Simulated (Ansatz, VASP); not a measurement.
**Au in VASP and in Ansatz**

Contents of INCAR:

```
SYSTEM = Au
PREC = Accurate
ENCUT = 520
EDIFF = 1E-7
ISMEAR = 0
SIGMA = 0.15
LREAL = .False.
LASPH = .True.
NELM = 80
ALGO = Fast
ISIF = 2
LWAVE = .False.
LCHARG = .False.
GGA = PS
NBANDS = 42
```

File KPOINTS:

```
Automatic mesh
0
Gamma
  18 18 4
  0 0 0
```

The input POSCAR:

```
Au
1.0
    2.0455000000     -2.0455000000      0.0000000000
    2.0455000000      0.0000000000     -2.0455000000
    8.0087949192      8.0087949192      8.0087949192
Au
6
Direct
    0.6666666667      0.6666666667      0.0851185445
    0.0000000000      0.0000000000      0.9364742606
    0.3333333333      0.3333333333      0.2553896877
    0.6666666667      0.6666666667      0.5959319741
    0.0000000000      0.0000000000      0.4256608309
    0.3333333333      0.3333333333      0.7662031173
```

Input for Ansatz:

```yaml
crystal:
  lattice:
    - [2.0455, -2.0455, 0.0]
    - [2.0455, 0.0, -2.0455]
    - [8.0087949192, 8.0087949192, 8.0087949192]
  atoms:
    - { symbol: Au, position: [0.6666666667, 0.6666666667, 0.0851185445] }
    - { symbol: Au, position: [0.0, 0.0, 0.9364742606] }
    - { symbol: Au, position: [0.3333333333, 0.3333333333, 0.2553896877] }
    - { symbol: Au, position: [0.6666666667, 0.6666666667, 0.5959319741] }
    - { symbol: Au, position: [0.0, 0.0, 0.4256608309] }
    - { symbol: Au, position: [0.3333333333, 0.3333333333, 0.7662031173] }
basis:
  ecutwfc: 420
kpoints:
  mp_grid: { grid: [18, 18, 4] }
hamiltonian:
  xc: pbesol
scf:
  occupations: { method: gaussian, width: 0.15 }
output:
  forces: true
  stress: true
  eigenvalues: true
```

Alike in both runs: task single point; functional PBEsol; k mesh 18 × 18 × 4; occupations gaussian, width 0.15 eV; no spin polarisation.

|  | VASP | Ansatz |
| --- | --- | --- |
| version | VASP 6.6.1 | Ansatz 0.2.0 |
| potentials or method | VASP PAW PBE potentials, release 64 (Au), cutoff 520 eV | scalar-relativistic, plane waves, PAW |
| valence electrons in the cell | 66 | 114 |

```csv
,VASP,Ansatz,Ansatz less VASP
gap on the k mesh at the Fermi level (eV),none,none,-
pressure (GPa),4.4,4.7,+0.30
"traceless stress, the component that is largest in VASP (GPa)",0.77,0.77,0.000
rms of the force components (eV/Å),0.740,0.742,+0.0020
```

VASP's potentials were made for PBE, not for PBEsol. Atom by atom the forces differ by 0.002 eV/Å (rms over components). A gap of «none» marks a metal or a gap that the smearing closes. VASP's potentials hold 66 valence electrons a cell and Ansatz's 114, so a difference there can come from the potentials and not from the codes.

Spin-orbit coupling is off throughout.
